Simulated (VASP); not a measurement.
PbS: single point with LDA

The system is PbS.

```
CELL_PARAMETERS angstrom
2.15410 1.24367 3.51962
-2.15410 1.24367 3.51962
0.00000 -2.48734 3.51962
ATOMIC_POSITIONS crystal
Pb 0.98057 0.98057 0.98057
S 0.47504 0.47504 0.47504
```

This cell differs from its parent crystal: volume scaled by 1.06.

```json
{
 "Program": "VASP 6.6.1",
 "Task": "single point",
 "Functional": "LDA",
 "Potentials or basis": "VASP PAW LDA potentials, release 64 (Pb_d, S)",
 "Cutoff": "520 eV",
 "k mesh": "8 × 8 × 8",
 "Occupations": "fermi-dirac, width 0.05 eV",
 "Spin": "no spin polarisation"
}
```

```yaml
Pressure: -6.1 GPa
Largest_force: 0.031 eV/Å
Band_gap_on_the_k_mesh: 0.48 eV, direct
```

Forces in eV/Å, atoms in the order of the input:
```
Pb   0.000  0.000  0.031
S    0.000  0.000 -0.031
```

Levels at points of the mesh, in eV from the valence-band top:
| k point | band 7 | band 8 | band 9 | band 10 | band 11 | band 12 | band 13 | band 14 |
| --- | --- | --- | --- | --- | --- | --- | --- | --- |
| (0.00, 0.00, 0.00) | -6.15 | -1.71 | -1.71 | -1.70 | 4.88 | 4.90 | 4.90 | 6.91 |
| (0.50, 0.00, 0.00) | -8.42 | -1.37 | -1.36 | 0.00 | 0.48 | 2.07 | 2.07 | 8.43 |
| (0.50, 0.50, 0.00) | -7.10 | -4.51 | -2.88 | -2.88 | 4.10 | 5.27 | 5.34 | 5.36 |
| (0.50, 0.50, 0.50) | -8.41 | -1.36 | -1.36 | -0.03 | 0.51 | 2.07 | 2.07 | 8.43 |

Wall time 78 s on 1 thread of AMD EPYC 7R13 Processor (Zen 3), on a shared host, peak memory 0.16 GiB.

Caveat: spin-orbit coupling is left out, which moves the levels of the heavy elements. A k mesh can miss the band edges.
